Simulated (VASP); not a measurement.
# TiB5 (F-43m) in VASP: further runs

Runs on TiB5. Level: PBE. Tasks: single point, relaxation of cell and atoms.

Everything below comes from runs of VASP 6.6.1. Logs are shortened: lines on timing, memory, paths and dates and some standing lists are left out, and cuts for length are marked.

**1. The cell of the first run**

The structure is cubic, space group F-43m (No. 216). Conventional cell: a = 5.633 Å, b = 5.633 Å, c = 5.633 Å, α = 90.00°, β = 90.00°, γ = 90.00°. Ti (site symmetry -43m) has 16 B at 2.35 to 2.44 Å within 3.1 Å. Within 3.1 Å of B (site symmetry -43m) lie 12 B at 2.33 Å and 4 Ti at 2.44 Å. B (site symmetry 3m) has 9 B at 1.90 to 2.33 Å and 3 Ti at 2.35 Å within 2.5 Å.

**2. Single point, PBE**

INCAR reads:

```
SYSTEM = TiB5
PREC     = Accurate       ! precision mode
ENCUT    = 520            ! plane-wave cutoff, eV
EDIFF    = 1E-7           ! SCF threshold, eV
ISMEAR   = 0              ! smearing method
SIGMA    = 0.1            ! smearing width, eV
LREAL    = .False.        ! projectors in reciprocal space
LASPH    = .True.         ! aspherical terms in the spheres
NELM     = 60             ! most SCF steps
ALGO     = Normal         ! electronic algorithm
ISIF     = 2              ! what is computed and relaxed
LWAVE    = .False.        ! write WAVECAR
LCHARG   = .False.        ! write CHGCAR
GGA      = PE             ! functional
NBANDS   = 22             ! bands
```

KPOINTS reads:

```
Automatic mesh
0
Gamma
  12 12 12
  0 0 0
```

POSCAR reads:

```
TiB5
1.0
    0.0000000000      2.8167214429      2.8167214429
    2.8167214429      0.0000000000      2.8167214429
    2.8167214429      2.8167214429      0.0000000000
Ti B
1 5
Direct
    0.0000000000      0.0000000000      0.0000000000
    0.7500000000      0.7500000000      0.7500000000
    0.3807322042      0.3807322042      0.8578033873
    0.3807322042      0.8578033873      0.3807322042
    0.3807322042      0.3807322042      0.3807322042
    0.8578033873      0.3807322042      0.3807322042
```

Potentials or basis: VASP PAW PBE potentials, release 64 (Ti_sv, B).

Run with:

```
$ cat potpaw_PBE.64/Ti_sv/POTCAR potpaw_PBE.64/B/POTCAR > POTCAR
$ mpirun -np 1 vasp_std > vasp.out
```

OUTCAR:

```text
SYSTEM = TiB5
   PREC = Accurate
   ENCUT = 520
   EDIFF = 1E-7
   ISMEAR = 0
   LREAL = .False.
   LASPH = .True.
   NELM = 60
   ISIF = 2
   GGA = PE

 ion  position               nearest neighbor table
   1  0.000  0.000  0.000-   3 2.35   4 2.35   6 2.35   5 2.35   5 2.35   5 2.35   3 2.35   4 2.35
                             6 2.35   3 2.35   4 2.35   6 2.35   2 2.44   2 2.44   2 2.44   2 2.44
   2  0.750  0.750  0.750-   1 2.44   1 2.44   1 2.44   1 2.44
   3  0.381  0.381  0.858-   4 1.90   5 1.90   6 1.90   5 2.08   4 2.08   6 2.08   1 2.35   1 2.35
                             1 2.35
   4  0.381  0.858  0.381-   3 1.90   5 1.90   6 1.90   3 2.08   5 2.08   6 2.08   1 2.35   1 2.35
                             1 2.35
   5  0.381  0.381  0.381-   3 1.90   4 1.90   6 1.90   3 2.08   4 2.08   6 2.08   1 2.35   1 2.35
                             1 2.35
   6  0.858  0.381  0.381-   3 1.90   4 1.90   5 1.90   5 2.08   3 2.08   4 2.08   1 2.35   1 2.35
                             1 2.35

  LATTYP: Found a face centered cubic cell.
 ALAT       =     5.6334428858

  Lattice vectors:

 A1 = (   0.0000000000,   2.8167214429,   2.8167214429)
 A2 = (   2.8167214429,   0.0000000000,   2.8167214429)
 A3 = (   2.8167214429,   2.8167214429,   0.0000000000)

Analysis of symmetry for initial positions (statically):
=====================================================================
 Subroutine PRICEL returns:
 Original cell was already a primitive cell.

 Routine SETGRP: Setting up the symmetry group for a
 face centered cubic supercell.

 Subroutine GETGRP returns: Found 24 space group operations
 (whereof 24 operations were pure point group operations)
 out of a pool of 48 trial point group operations.

The static configuration has the point symmetry T_d .

Analysis of symmetry for dynamics (positions and initial velocities):
=====================================================================
 Subroutine PRICEL returns:
 Original cell was already a primitive cell.

 Routine SETGRP: Setting up the symmetry group for a
 face centered cubic supercell.

 Subroutine GETGRP returns: Found 24 space group operations
 (whereof 24 operations were pure point group operations)
 out of a pool of 48 trial point group operations.

The dynamic configuration has the point symmetry T_d .

 Subroutine INISYM returns: Found 24 space group operations
 (whereof 24 operations are pure point group operations),
 and found     1 'primitive' translations

----------------------------------------------------------------------------------------

                                     Primitive cell

  volume of cell :      44.6953

  direct lattice vectors                    reciprocal lattice vectors
     0.000000000  2.816721443  2.816721443    -0.177511341  0.177511341  0.177511341
     2.816721443  0.000000000  2.816721443     0.177511341 -0.177511341  0.177511341
     2.816721443  2.816721443  0.000000000     0.177511341  0.177511341 -0.177511341

  length of vectors
     3.983445666  3.983445666  3.983445666     0.307458661  0.307458661  0.307458661

  position of ions in fractional coordinates (direct lattice)
     0.000000000  0.000000000  0.000000000
     0.750000000  0.750000000  0.750000000
     0.380732204  0.380732204  0.857803387
     0.380732204  0.857803387  0.380732204
     0.380732204  0.380732204  0.380732204
     0.857803387  0.380732204  0.380732204

  ion indices of the primitive-cell ions
   primitive index   ion index
                 1           1
                 2           2
                 3           3
                 4           4
                 5           5
                 6           6

----------------------------------------------------------------------------------------

 KPOINTS: Automatic mesh

Automatic generation of k-mesh.
 Grid dimensions read from file:
 generate k-points for:   12   12   12

 Generating k-lattice:

  Cartesian coordinates                     Fractional coordinates (reciprocal lattice)
    -0.014792612  0.014792612  0.014792612     0.083333333  0.000000000  0.000000000
     0.014792612 -0.014792612  0.014792612     0.000000000  0.083333333  0.000000000
     0.014792612  0.014792612 -0.014792612     0.000000000  0.000000000  0.083333333

  Length of vectors
     0.025621555  0.025621555  0.025621555

  Shift w.r.t. Gamma in fractional coordinates (k-lattice)
     0.000000000  0.000000000  0.000000000

 Subroutine IBZKPT returns following result:
 ===========================================

 Found     72 irreducible k-points:

 Following reciprocal coordinates:
            Coordinates               Weight
  0.000000  0.000000  0.000000      1.000000
  0.083333  0.000000  0.000000      8.000000
  0.166667  0.000000  0.000000      8.000000
  0.250000  0.000000  0.000000      8.000000
  0.333333  0.000000  0.000000      8.000000
  0.416667  0.000000  0.000000      8.000000
[... 16 lines left out ...]
  0.500000  0.166667  0.000000     24.000000
 -0.416667  0.166667  0.000000     24.000000
 [... further k-points ...]
   k-points           NKPTS =     72   k-points in BZ     NKDIM =     72   number of bands    NBANDS=     22
   number of dos      NEDOS =    301   number of ions     NIONS =      6
   total plane-waves  NPLWV =  27000
   dimension x,y,z NGX =    30 NGY =   30 NGZ =   30
   dimension x,y,z NGXF=    60 NGYF=   60 NGZF=   60
   ions per type =               1   5
   NGX,Y,Z   is equivalent  to a cutoff of  12.52, 12.52, 12.52 a.u.
   NGXF,Y,Z  is equivalent  to a cutoff of  25.04, 25.04, 25.04 a.u.
 SYSTEM =  TiB5
   PREC   = accura    normal or accurate (medium, high low for compatibility)
   ISTART =      0    job   : 0-new  1-cont  2-samecut
   ICHARG =      2    charge: 1-file 2-atom 10-const
   ISPIN  =      1    spin polarized calculation?
   LNONCOLLINEAR =      F non collinear calculations
   LSORBIT =      F    spin-orbit coupling
   LASPH  =      T    aspherical Exc in radial PAW
   ENCUT  =  520.0 eV  38.22 Ry    6.18 a.u.   7.41  7.41  7.41*2*pi/ulx,y,z
   NELM   =     60;   NELMIN=  2; NELMDL= -5     # of ELM steps
   EDIFF  = 0.1E-06   stopping-criterion for ELM
   LREAL  =      F    real-space projection
   EDIFFG = 0.1E-05   stopping-criterion for IOM
   NSW    =      0    number of steps for IOM
   IBRION =     -1    ionic relax: 0-MD 1-quasi-New 2-CG
   NFREE  =      0    steps in history (QN), initial steepest desc. (CG)
   ISIF   =      2    stress and relaxation
   ISYM   =      2    0-nonsym 1-usesym 2-fastsym
   POTIM  = 0.5000    time-step for ionic-motion
   TEBEG  =    0.0;   TEEND  =   0.0 temperature during run
   PSTRESS=    0.0 pullay stress
   NELECT =      27.0000    total number of electrons
   NUPDOWN=      -1.0000    fix difference up-down
   EMIN   =  10.00;   EMAX   =-10.00  energy-range for DOS
   EFERMI =   0.00;   METHOD = LEGACY
   ISMEAR =     0;   SIGMA  =   0.10  broadening in eV -4-tet -1-fermi 0-gaus
   EFERMI_NEDOS =   21; number of points for ismear=-14 and -15
   IALGO  =     38    algorithm
   IMIX   =      4    mixing-type and parameters
     AMIX     =   0.40;   BMIX     =  1.00
     AMIX_MAG =   1.60;   BMIX_MAG =  1.00
  volume/ion in A,a.u.               =       7.45        50.27
  Fermi-wavevector in a.u.,A,eV,Ry     =   1.383913  2.615217 26.058092  1.915216
  Thomas-Fermi vector in A             =   2.508467
   LORBIT       =      0    0 simple, 1 ext, 2 COOP (PROOUT), +10 PAW based schemes
   GGA     = PE    functional components
   LHFCALC =     F    Hartree Fock is set to
   AEXX    =    0.0000 exact exchange contribution
   IVDW    =     0    specifies the selected vdW correction
   LEPSILON=     F    determine dielectric tensor
   LRPA    =     F    only Hartree local field effects (RPA)
 non-spin polarized calculation
 Gauss-broadening in eV      SIGMA  =   0.10
  energy-cutoff  :      520.00
  volume of cell :       44.70
 maximum number of plane-waves:      1243
 NGX is ok and might be reduce to    30
   NGX = 15   NGY = 15   NGZ = 15

 number of electron      27.0000006 magnetization

 Free energy of the ion-electron system (eV)
  ---------------------------------------------------
  ext. energy  EPLUGINS =         0.00000000
  ---------------------------------------------------
  free energy    TOTEN  =       -37.58813291 eV

  energy without entropy =      -37.57631113  energy(sigma->0) =      -37.58222202

 E-fermi :   9.1908     XC(G=0): -12.7942

 val. band max:        9.1808354020   @ k =   0.5000   0.3333   0.1667
 cond. band min:       9.1933625525   @ k =   0.3333   0.2500   0.0000
 fundamental gap:      0.0125271505
 Fermi energy:         9.1908109618

 k-point     1 :       0.0000    0.0000    0.0000
  band No.  band energies     occupation
      1     -46.3563      2.00000
      2     -22.7360      2.00000
      3     -22.7360      2.00000
      4     -22.7360      2.00000
      5      -5.9765      2.00000
      6       1.6295      2.00000
[... 14 lines left out ...]
     21      14.9875      0.00000
     22      15.8570      0.00000

 k-point     2 :       0.0833    0.0000    0.0000
  band No.  band energies     occupation
      1     -46.3561      2.00000
      2     -22.7402      2.00000
      3     -22.7367      2.00000
      4     -22.7367      2.00000
      5      -5.8924      2.00000
      6       1.4683      2.00000
[... 14 lines left out ...]
     21      15.2099      0.00000
     22      15.9034      0.00000

 k-point     3 :       0.1667    0.0000    0.0000
  band No.  band energies     occupation
      1     -46.3556      2.00000
      2     -22.7517      2.00000
      3     -22.7385      2.00000
      4     -22.7385      2.00000
      5      -5.6435      2.00000
      6       0.9001      2.00000
[... 14 lines left out ...]
     21      15.5176      0.00000
     22      16.0638      0.00000

 k-point     4 :       0.2500    0.0000    0.0000
  band No.  band energies     occupation
      1     -46.3548      2.00000
      2     -22.7674      2.00000
      3     -22.7410      2.00000
      4     -22.7410      2.00000
      5      -5.2406      2.00000
      6      -0.0164      2.00000
[... 14 lines left out ...]
     21      15.5070      0.00000
     22      16.3558      0.00000

 k-point     5 :       0.3333    0.0000    0.0000
  band No.  band energies     occupation
      1     -46.3541      2.00000
      2     -22.7829      2.00000
      3     -22.7435      2.00000
      4     -22.7435      2.00000
      5      -4.7053      2.00000
      6      -1.0151      2.00000
[... 14 lines left out ...]
     21      15.0962      0.00000
     22      16.5821      0.00000

 k-point     6 :       0.4167    0.0000    0.0000
  band No.  band energies     occupation
      1     -46.3535      2.00000
      2     -22.7942      2.00000
      3     -22.7452      2.00000
      4     -22.7452      2.00000
      5      -4.0933      2.00000
      6      -1.9254      2.00000
[... 14 lines left out ...]
     21      15.2730      0.00000
     22      16.2622      0.00000

 k-point     7 :       0.5000    0.0000    0.0000
  band No.  band energies     occupation
      1     -46.3533      2.00000
      2     -22.7984      2.00000
      3     -22.7459      2.00000
      4     -22.7459      2.00000
      5      -3.6982      2.00000
      6      -2.4220      2.00000
[... 324 lines left out ...]
      6       0.4698      2.00000
[... 14 lines left out ...]
     21      15.6363      0.00000
     22      15.9776      0.00000

 k-point    21 :       0.3333    0.1667    0.0000
  band No.  band energies     occupation
      1     -46.3541      2.00000
      2     -22.7742      2.00000
      3     -22.7477      2.00000
      4     -22.7476      2.00000
      5      -4.8109      2.00000
      6      -0.2921      2.00000
[... 14 lines left out ...]
     21      15.2335      0.00000
     22      16.3472      0.00000

 k-point    22 :       0.4167    0.1667    0.0000
  band No.  band energies     occupation
      1     -46.3535      2.00000
      2     -22.7855      2.00000
      3     -22.7515      2.00000
      4     -22.7492      2.00000
      5      -4.2650      2.00000
      6      -1.1649      2.00000
[... 14 lines left out ...]
     21      15.1985      0.00000
     22      16.3277      0.00000

 k-point    23 :       0.5000    0.1667    0.0000
  band No.  band energies     occupation
      1     -46.3531      2.00000
      2     -22.7923      2.00000
      3     -22.7549      2.00000
      4     -22.7495      2.00000
      5      -3.7050      2.00000
      6      -1.9204      2.00000
[... 14 lines left out ...]
     21      15.5904      0.00000
     22      15.6048      0.00000

 k-point    24 :      -0.4167    0.1667    0.0000
  band No.  band energies     occupation
      1     -46.3530      2.00000
      2     -22.7928      2.00000
      3     -22.7570      2.00000
      4     -22.7483      2.00000
      5      -3.5738      2.00000
      6      -2.0736      2.00000
[... 14 lines left out ...]
     21      15.5120      0.00000
     22      15.6685      0.00000

 [... further k-points ...]
[... 5 lines left out ...]
  --------------------------------------------------------------------------------------
  -------------------------------------------------------------------------------------
  Total       -0.0125818     -0.0125818     -0.0125818     -0.0000000     -0.0000000      0.0000000
  in kB       -0.4510161     -0.4510161     -0.4510161     -0.0000000     -0.0000000      0.0000000
  external PRESSURE =      -0.4510161 kB  Pullay stress =       0.0000000 kB

 VOLUME and BASIS-vectors are now :
 -----------------------------------------------------------------------------
  energy-cutoff  :      520.00
  volume of cell :       44.70
      direct lattice vectors                 reciprocal lattice vectors
     0.000000000  2.816721443  2.816721443    -0.177511341  0.177511341  0.177511341
     2.816721443  0.000000000  2.816721443     0.177511341 -0.177511341  0.177511341
     2.816721443  2.816721443  0.000000000     0.177511341  0.177511341 -0.177511341

 POSITION                                       TOTAL-FORCE (eV/Angst)
 -----------------------------------------------------------------------------------
      0.00000      0.00000      0.00000        -0.000000     -0.000000     -0.000000
      4.22508      4.22508      4.22508        -0.000000     -0.000000     -0.000000
      3.48861      3.48861      2.14483         0.000818      0.000818     -0.000818
      3.48861      2.14483      3.48861         0.000818     -0.000818      0.000818
      2.14483      2.14483      2.14483        -0.000818     -0.000818     -0.000818
      2.14483      3.48861      3.48861        -0.000818      0.000818      0.000818
 -----------------------------------------------------------------------------------
    total drift:                               -0.000000     -0.000000     -0.000000

  FREE ENERGIE OF THE ION-ELECTRON SYSTEM (eV)
  ---------------------------------------------------
  free  energy   TOTEN  =       -37.5881329111 eV

  energy  without entropy=      -37.5763111349  energy(sigma->0) =      -37.58222202
```

Run time: 92 s. Hardware: 1 thread of Intel Xeon Platinum 8488C (Sapphire Rapids), shared host; peak memory 0.21 GiB.

Results:

```yaml
Free_energy: -37.5881 eV
Pressure: 0.0 GPa
```

[end of part 1 of 2]
